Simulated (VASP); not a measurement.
Sr2HfF3, 6 atoms in the cell. It takes space group P6/mmm (No. 191, hexagonal). Conventional cell: a = 6.710 Å, b = 6.710 Å, c = 3.288 Å, α = 90.00°, β = 90.00°, γ = 120.00°. Sr (site symmetry -6m2) has 6 F at 2.54 Å and 2 Sr at 3.29 Å within 3.4 Å. Within 4.3 Å of Hf (site symmetry 6/mmm) lie 2 Hf at 3.29 Å and 12 F at 3.74 Å and 6 Sr at 3.87 Å. F (site symmetry mmm) has 4 Sr at 2.54 Å and 6 F at 3.29 to 3.35 Å within 3.4 Å. 

| Property | Result |
| --- | --- |
| Program | VASP 6.6.1 |
| Task | single point |
| Functional | PBE |
| Potentials or basis | VASP PAW PBE potentials, release 64 (Sr_sv, Hf_pv, F) |
| Cutoff | 520 eV |
| k mesh | 3 × 3 × 6 |
| Occupations | gaussian, width 0.1 eV |
| Spin | no spin polarisation |
| Dipole correction | no |
| Further INCAR settings | ALGO = Normal; EDIFF = 1e-06; NBANDS = 34 |

Potentials or basis: VASP PAW PBE potentials, release 64 (Sr_sv, Hf_pv, F).

Command:

```console
$ cat potpaw_PBE.64/Sr_sv/POTCAR potpaw_PBE.64/Hf_pv/POTCAR potpaw_PBE.64/F/POTCAR > POTCAR
$ mpirun -np 1 vasp_std > vasp.out
```

Hardware: 1 thread of AMD EPYC 7R43 64-Core Processor (Zen 3) (shared host).

**Question.** How long does it take, and how much memory?

**Answer.** It took 56 s on 1 thread of AMD EPYC 7R43 64-Core Processor (Zen 3), on a shared host, peak memory 0.21 GiB. Counts: scf iterations 14, k points 12.
